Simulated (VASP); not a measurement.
# SiF in VASP: single point with r2SCAN

Aim: the single point of SiF with r2SCAN.

Program: VASP 6.6.1. These are calculated values, not measurements. Logs are shortened: lines on timing, memory, paths and dates and some standing lists are left out, and cuts for length are marked.

### Step 1. The cell of the first run

The cell holds a molecule in a box, 2 atoms: a = 15.000 Å, b = 15.500 Å, c = 16.000 Å, α = 90.00°, β = 90.00°, γ = 90.00°.

### Step 2. Single point, r2SCAN, collinear spin

Input file POSCAR:

```
SiF
1.0
   15.0000000000      0.0000000000      0.0000000000
    0.0000000000     15.5000000000      0.0000000000
    0.0000000000      0.0000000000     16.0000000000
Si F
1 1
Direct
    0.4848635305      0.4990295969      0.4518177276
    0.5151364695      0.5009704031      0.5481822724
```

Input file INCAR.step1:

```
SYSTEM = SiF
PREC = Accurate
ENCUT = 580
ISMEAR = 0
SIGMA = 0.005
LREAL = .FALSE.
LASPH = .TRUE.
NELM = 200
ISPIN = 2
MAGMOM = 1 0
ISYM = 0
NBANDS = 16
GGA = PE
ALGO = Normal
EDIFF = 1E-5
LWAVE = .TRUE.
LCHARG = .FALSE.
GGA_COMPAT = .FALSE.
NELMDL = -8
```

Input file INCAR.step2:

```
SYSTEM = SiF
PREC = Accurate
ENCUT = 580
EDIFF = 1E-6
ISMEAR = 0
SIGMA = 0.005
LREAL = .FALSE.
LASPH = .TRUE.
NELM = 200
ALGO = Normal
ISIF = 2
LWAVE = .FALSE.
LCHARG = .FALSE.
ISPIN = 2
MAGMOM = 1 0
LORBIT = 11
METAGGA = R2SCAN
LMIXTAU = .TRUE.
ISYM = 0
NBANDS = 16
ISTART = 1
GGA_COMPAT = .FALSE.
```

Input file KPOINTS:

```
Automatic mesh
0
G
  1 1 1
  0 0 0
```

Potentials or basis: VASP PAW PBE potentials, release 64 (Si, F).

On the command line:

```console
$ cat potpaw_PBE.64/Si/POTCAR potpaw_PBE.64/F/POTCAR > POTCAR
$ cp INCAR.step1 INCAR
$ mpirun -np 1 vasp_gam > vasp.out
$ cp INCAR.step2 INCAR
$ mpirun -np 1 vasp_gam > vasp.out
```

OUTCAR:

```text
SYSTEM = SiF
   PREC = Accurate
   ENCUT = 580
   EDIFF = 1E-6
   ISMEAR = 0
   LREAL = .FALSE.
   LASPH = .TRUE.
   NELM = 200
   ISIF = 2
   ISPIN = 2
   LORBIT = 11
   METAGGA = R2SCAN
   ISYM = 0
   ISTART = 1

 ion  position               nearest neighbor table
   1  0.485  0.499  0.452-   2 1.61
   2  0.515  0.501  0.548-   1 1.61

IMPORTANT INFORMATION: All symmetrisations will be switched off!
NOSYMM: (Re-)initialisation of all symmetry stuff for point group C_1.

----------------------------------------------------------------------------------------

                                     Primitive cell

  volume of cell :    3720.0000

  direct lattice vectors                    reciprocal lattice vectors
    15.000000000  0.000000000  0.000000000     0.066666667  0.000000000  0.000000000
     0.000000000 15.500000000  0.000000000     0.000000000  0.064516129  0.000000000
     0.000000000  0.000000000 16.000000000     0.000000000  0.000000000  0.062500000

  length of vectors
    15.000000000 15.500000000 16.000000000     0.066666667  0.064516129  0.062500000

  position of ions in fractional coordinates (direct lattice)
     0.484863531  0.499029597  0.451817728
     0.515136469  0.500970403  0.548182272

  ion indices of the primitive-cell ions
   primitive index   ion index
                 1           1
                 2           2

----------------------------------------------------------------------------------------

 KPOINTS: Automatic mesh

Automatic generation of k-mesh.
 Grid dimensions read from file:
 generate k-points for:    1    1    1

 Generating k-lattice:

  Cartesian coordinates                     Fractional coordinates (reciprocal lattice)
     0.066666667  0.000000000  0.000000000     1.000000000  0.000000000  0.000000000
     0.000000000  0.064516129  0.000000000     0.000000000  1.000000000  0.000000000
     0.000000000  0.000000000  0.062500000     0.000000000  0.000000000  1.000000000

  Length of vectors
     0.066666667  0.064516129  0.062500000

  Shift w.r.t. Gamma in fractional coordinates (k-lattice)
     0.000000000  0.000000000  0.000000000

 Subroutine IBZKPT returns following result:
 ===========================================

 Found      1 irreducible k-points:

 Following reciprocal coordinates:
            Coordinates               Weight
  0.000000  0.000000  0.000000      1.000000
   k-points           NKPTS =      1   k-points in BZ     NKDIM =      1   number of bands    NBANDS=     16
   number of dos      NEDOS =    301   number of ions     NIONS =      2
   total plane-waves  NPLWV = ******
   dimension x,y,z NGX =   120 NGY =  126 NGZ =  126
   dimension x,y,z NGXF=   240 NGYF=  252 NGZF=  252
   ions per type =               1   1
   NGX,Y,Z   is equivalent  to a cutoff of  13.30, 13.51, 13.09 a.u.
   NGXF,Y,Z  is equivalent  to a cutoff of  26.60, 27.03, 26.18 a.u.
 SYSTEM =  SiF
   PREC   = accura    normal or accurate (medium, high low for compatibility)
   ISTART =      1    job   : 0-new  1-cont  2-samecut
   ICHARG =      0    charge: 1-file 2-atom 10-const
   ISPIN  =      2    spin polarized calculation?
   LNONCOLLINEAR =      F non collinear calculations
   LSORBIT =      F    spin-orbit coupling
   LASPH  =      T    aspherical Exc in radial PAW
   ENCUT  =  580.0 eV  42.63 Ry    6.53 a.u.  29.46 30.44 31.42*2*pi/ulx,y,z
   NELM   =    200;   NELMIN=  2; NELMDL=  0     # of ELM steps
   EDIFF  = 0.1E-05   stopping-criterion for ELM
   LREAL  =      F    real-space projection
   EDIFFG = 0.1E-04   stopping-criterion for IOM
   NSW    =      0    number of steps for IOM
   IBRION =     -1    ionic relax: 0-MD 1-quasi-New 2-CG
   NFREE  =      0    steps in history (QN), initial steepest desc. (CG)
   ISIF   =      2    stress and relaxation
   ISYM   =      0    0-nonsym 1-usesym 2-fastsym
   POTIM  = 0.5000    time-step for ionic-motion
   TEBEG  =    0.0;   TEEND  =   0.0 temperature during run
   PSTRESS=    0.0 pullay stress
   NELECT =      11.0000    total number of electrons
   NUPDOWN=      -1.0000    fix difference up-down
   EMIN   =  10.00;   EMAX   =-10.00  energy-range for DOS
   EFERMI =   0.00;   METHOD = LEGACY
   ISMEAR =     0;   SIGMA  =   0.01  broadening in eV -4-tet -1-fermi 0-gaus
   EFERMI_NEDOS =   21; number of points for ismear=-14 and -15
   IALGO  =     38    algorithm
   IMIX   =      4    mixing-type and parameters
     AMIX     =   0.40;   BMIX     =  1.00
     AMIX_MAG =   1.60;   BMIX_MAG =  1.00
  volume/ion in A,a.u.               =    1860.00     12551.90
  Fermi-wavevector in a.u.,A,eV,Ry     =   0.234977  0.444042  0.751233  0.055214
  Thomas-Fermi vector in A             =   1.033633
   LORBIT       =     11    0 simple, 1 ext, 2 COOP (PROOUT), +10 PAW based schemes
   METAGGA = R2SCAN    functional components
   LHFCALC =     F    Hartree Fock is set to
   AEXX    =    0.0000 exact exchange contribution
   IVDW    =     0    specifies the selected vdW correction
   LEPSILON=     F    determine dielectric tensor
   LRPA    =     F    only Hartree local field effects (RPA)
 spin polarized calculation
 Gauss-broadening in eV      SIGMA  =   0.01
  energy-cutoff  :      580.00
  volume of cell :     3720.00
 maximum number of plane-waves:     59055
 NGX is ok and might be reduce to   120
   NGX = 59   NGY = 61   NGZ = 63

 number of electron      11.0000002 magnetization       1.0000000

 Free energy of the ion-electron system (eV)
  ---------------------------------------------------
  ext. energy  EPLUGINS =         0.00000000
  ---------------------------------------------------
  free energy    TOTEN  =       -12.43921586 eV

  energy without entropy =      -12.43921586  energy(sigma->0) =      -12.43921586

 E-fermi :  -4.0974     XC(G=0):  -0.1744

 val. band max:       -4.2030829272   @ k =   0.0000   0.0000   0.0000
 cond. band min:      -3.4312973893   @ k =   0.0000   0.0000   0.0000
 fundamental gap:      0.7717855379
 Fermi energy:        -4.0974387012

 spin component 1

 k-point     1 :       0.0000    0.0000    0.0000
  band No.  band energies     occupation
      1     -31.7438      1.00000
      2     -13.7590      1.00000
      3     -11.3617      1.00000
      4     -11.3587      1.00000
      5      -9.1984      1.00000
      6      -4.2031      1.00000
      7      -3.4313      0.00000
      8      -0.6253      0.00000
      9       0.0250      0.00000
     10       0.5800      0.00000
     11       0.6692      0.00000
     12       0.6700      0.00000
     13       0.6846      0.00000
     14       0.7030      0.00000
     15       0.7509      0.00000
     16       1.2095      0.00000
 Fermi energy:        -4.0974387012

 spin component 2

 k-point     1 :       0.0000    0.0000    0.0000
  band No.  band energies     occupation
      1     -31.6290      1.00000
      2     -13.4989      1.00000
      3     -11.3127      1.00000
      4     -11.0376      1.00000
      5      -8.4492      1.00000
      6      -3.2344      0.00000
      7      -1.8925      0.00000
      8      -0.2612      0.00000
      9       0.0685      0.00000
     10       0.6372      0.00000
     11       0.6811      0.00000
     12       0.6871      0.00000
     13       0.6997      0.00000
     14       0.7296      0.00000
     15       0.7794      0.00000
     16       1.2372      0.00000

------------------------ aborting loop because EDIFF is reached ----------------------------------------

  FORCE on cell =-STRESS in cart. coord.  units (eV):
  Direction    XX          YY          ZZ          XY          YZ          ZX
  --------------------------------------------------------------------------------------
  -------------------------------------------------------------------------------------
  Total       -0.0230366     -0.0535230      0.3134395      0.0022126      0.0071800      0.1087387
  in kB       -0.0099217     -0.0230520      0.1349962      0.0009529      0.0030924      0.0468330
  external PRESSURE =       0.0340075 kB  Pullay stress =       0.0000000 kB

 VOLUME and BASIS-vectors are now :
 -----------------------------------------------------------------------------
  energy-cutoff  :      580.00
  volume of cell :     3720.00
      direct lattice vectors                 reciprocal lattice vectors
    15.000000000  0.000000000  0.000000000     0.066666667  0.000000000  0.000000000
     0.000000000 15.500000000  0.000000000     0.000000000  0.064516129  0.000000000
     0.000000000  0.000000000 16.000000000     0.000000000  0.000000000  0.062500000

 POSITION                                       TOTAL-FORCE (eV/Angst)
 -----------------------------------------------------------------------------------
      7.27295      7.73496      7.22908        -0.071766     -0.006090     -0.242537
      7.72705      7.76504      8.77092         0.071766      0.006090      0.242537
 -----------------------------------------------------------------------------------
    total drift:                                0.000090      0.002267      0.000167

  FREE ENERGIE OF THE ION-ELECTRON SYSTEM (eV)
  ---------------------------------------------------
  free  energy   TOTEN  =       -12.4392158570 eV

  energy  without entropy=      -12.4392158570  energy(sigma->0) =      -12.43921586

 total charge

# of ion       s       p       d       tot
------------------------------------------
    1        0.907   0.644   0.000   1.552
    2        1.748   4.400   0.000   6.148
--------------------------------------------------
tot          2.655   5.044   0.000   7.700

 magnetization (x)

# of ion       s       p       d       tot
------------------------------------------
    1        0.008   0.267   0.000   0.274
    2        0.001   0.052   0.000   0.054
--------------------------------------------------
tot          0.009   0.319   0.000   0.328
```

Run time: 77 min. Hardware: 1 thread of Intel Xeon 8259CL, shared host; peak memory 5 GiB.

Results:

| Quantity | Value |
| --- | --- |
| Free energy | -12.4392 eV |
| Largest force | 0.253 eV/Å |
| Gap between the frontier levels | 0.77 eV |
| Net moment | 1.00 μB per cell |
| Site moments | Si +0.27; F +0.05 μB |
| Valence electrons inside the program's atomic spheres | Si 1.55; F 6.15 |

Forces in eV/Å, atoms in the order of the input:
```
Si  -0.072 -0.006 -0.243
F    0.072  0.006  0.243
```

Levels at points of the mesh, in eV from the valence-band top:
Spin up:
```tsv
k point	band 2	band 3	band 4	band 5	band 6	band 7	band 8	band 9	band 10	band 11
(0.00, 0.00, 0.00)	-9.56	-7.16	-7.16	-5.00	0.00	0.77	3.58	4.23	4.78	4.87
```
Spin down:
| k point | band 1 | band 2 | band 3 | band 4 | band 5 | band 6 | band 7 | band 8 | band 9 | band 10 |
| --- | --- | --- | --- | --- | --- | --- | --- | --- | --- | --- |
| (0.00, 0.00, 0.00) | -27.43 | -9.30 | -7.11 | -6.83 | -4.25 | 0.97 | 2.31 | 3.94 | 4.27 | 4.84 |

Caveat: the PAW data sets were made with another functional, which shifts forces and pressure a little.
